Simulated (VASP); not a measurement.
Runs of VASP 6.6.1 on RbRhO3. The structure is cubic, space group Pm-3m (No. 221). The conventional cell has a = 4.043 Å, b = 4.043 Å, c = 4.043 Å, α = 90.00°, β = 90.00°, γ = 90.00°. Rb (site symmetry m-3m) has 12 O at 2.86 Å and 8 Rh at 3.50 Å within 3.8 Å. Rh (site symmetry m-3m) has 6 O at 2.02 Å within 2.7 Å. O (site symmetry 4/mmm) has 2 Rh at 2.02 Å within 2.7 Å. 

| smearing | gap on the mesh (eV) | pressure (GPa) |
| --- | --- | --- |
| methfessel-paxton 0.1 eV | none | (a) |
| methfessel-paxton 0.5 eV | none | -14.3 |
| methfessel-paxton 0.3 eV | none | -14.5 |
| methfessel-paxton 0.2 eV | none | -14.5 |

Alike in all rows: task single point; level LDA; potentials or basis VASP PAW LDA potentials, release 64 (Rb_sv, Rh_pv, O); no spin polarisation; cell as given; k mesh 6 × 6 × 6; cutoff (eV) 520.

Fill in the values left out.

(a) -14.6.

Caveats: the cell stands under tension; so wide a smearing shifts energies and pressures (at least some runs).

A k mesh can miss the band edges, and the runs leave out spin-orbit coupling on Rb, Rh.

A gap of «none» marks levels without a gap at the run's occupations.
